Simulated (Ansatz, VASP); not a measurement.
# Au: VASP beside Ansatz

```
CELL_PARAMETERS angstrom
-1.72702 1.72702 1.72702
1.72702 -1.72702 1.72702
1.72702 1.72702 -1.72702
ATOMIC_POSITIONS crystal
Au 0.00000 0.00000 0.00000
```

Alike in both runs: task single point; functional revPBE; k mesh 15 × 15 × 15; occupations fermi-dirac, width 0.1 eV; no spin polarisation.

```csv
,VASP,Ansatz
version,VASP 6.6.1,Ansatz 0.2.0
potentials or method,"VASP PAW PBE potentials, release 64 (Au), cutoff 520 eV","plane waves (420 eV) with PAW, scalar-relativistic"
valence electrons in the cell,11,19
```

VASP gave:

* pressure (GPa): -9.8

Problem. Estimate Ansatz's values.

Solution. Pressure (GPa): -9.7.

VASP's potentials were made for PBE, not for revPBE. VASP's potentials hold 11 valence electrons a cell and Ansatz's 19, so a difference there can come from the potentials and not from the codes.

Neither program's run includes spin-orbit coupling.
